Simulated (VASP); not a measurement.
Wanted: the native input for a VASP 6.6.1 run.

* Task: single point
* Functional: PBE
* Potentials or basis: VASP PAW PBE potentials, release 64 (Al, O)
* Cutoff: 520 eV
* k mesh: 1 × 1 × 1
* Occupations: fermi-dirac, width 0.1172 eV
* Spin: no spin polarisation
* Dipole correction: no
* Further INCAR settings: LREAL = Auto; ALGO = Normal; EDIFF = 1e-07; NBANDS = 64; ISYM = 0

The structure of Al2O3 lies in POSCAR:

```
Al2O3
1.0
    5.5891680000      0.0973700000     -0.0255760000
    0.0973700000      6.1231590000     -0.2251640000
   -0.0255760000     -0.2251640000      6.0877700000
Al O
8 12
Direct
    0.6587131547      0.9559414923      0.0922156812
    0.1498731297      0.0817428489      0.2318736914
    0.8692674008      0.5117523853      0.1547884689
    0.3519368995     -0.0180291742      0.6952203544
    0.2906386070      0.5005576990      0.8422077291
    0.3964496420      0.6267435670      0.3538346036
    0.7735983020      0.2589541416      0.7431278942
    0.8856719496      0.7947363861      0.5575852848
    0.1938520158      0.6538259319      0.6195462413
    0.7299794934      0.5382342117      0.4341136284
    0.4132311735     -0.0604500654      0.3675097157
    0.6636511233      0.8680226230      0.7708392379
    0.4663262026      0.2866327643      0.6918564825
    0.8416610477      0.1941258196      0.1383338183
    0.5311009812      0.6025926326      0.0497362098
    0.2112634009      0.4403753731      0.1999526844
    0.9748492395      0.4302855012      0.8651498905
    0.3016426975      0.0279238251      1.0063596775
    0.9356299511      0.7873381131      0.2028110245
    1.0402247323      0.0492092077      0.5814938688
```

One way to write it, as run:

INCAR

```
SYSTEM = Al2O3
PREC = Accurate
ENCUT = 520
EDIFF = 1E-7
ISMEAR = -1
SIGMA = 0.1172
LREAL = Auto
LASPH = .TRUE.
NELM = 80
ALGO = Normal
ISIF = 2
LWAVE = .FALSE.
LCHARG = .FALSE.
GGA = PE
ISYM = 0
NBANDS = 64
```

KPOINTS

```
regular mesh
0
G
  1 1 1
  0 0 0
```

Potentials or basis: VASP PAW PBE potentials, release 64 (Al, O).

Command:

```sh
$ cat potpaw_PBE.64/Al/POTCAR potpaw_PBE.64/O/POTCAR > POTCAR
$ mpirun -np 1 vasp_gam > vasp.out
```

It gave:

| Item | Value |
| --- | --- |
| Pressure | -7.3 GPa |
| Largest force | 6.401 eV/Å |
| Band gap on the k mesh | 2.49 eV |

Caveat: the k points lie up to 1.12 Å⁻¹ apart.

It took 21 s on 1 thread of Intel(R) Xeon(R) 6975P-C (Granite Rapids), on a shared host, peak memory 0.26 GiB.
